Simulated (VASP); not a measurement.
**BeS: single point with PBE**

Crystal: BeS.

```
Be S
1.0
     0.00000    2.45727    2.45727
     2.45727    0.00000    2.45727
     2.45727    2.45727    0.00000
Be S
1 1
Direct
  0.00000 0.00000 0.00000
  0.25000 0.25000 0.25000
```

* Program: VASP 6.6.1
* Task: single point
* Functional: PBE
* Potentials or basis: VASP PAW PBE potentials, release 64 (Be, S)
* Cutoff: 600 eV
* k mesh: 3 × 3 × 3
* Occupations: gaussian, width 0.01 eV
* Spin: no spin polarisation
* Dipole correction: no
* Further INCAR settings: ALGO = Normal; EDIFF = 1e-06; NBANDS = 11

```
Pressure               : -0.1 GPa
Band gap on the k mesh : 3.85 eV, indirect (least direct gap 5.54 eV)
```

Levels at points of the mesh, in eV from the valence-band top:
```tsv
k point	band 1	band 2	band 3	band 4	band 5	band 6	band 7	band 8	band 9
(0.00, 0.00, 0.00)	-13.44	0.00	0.00	0.00	5.54	5.63	5.63	5.63	12.70
```

It took 8.4 s on 1 thread of AMD EPYC 7R13 (shared host), peak memory 0.11 GiB.

Caveat: the k points lie up to 0.74 Å⁻¹ apart. A k mesh can miss the band edges.
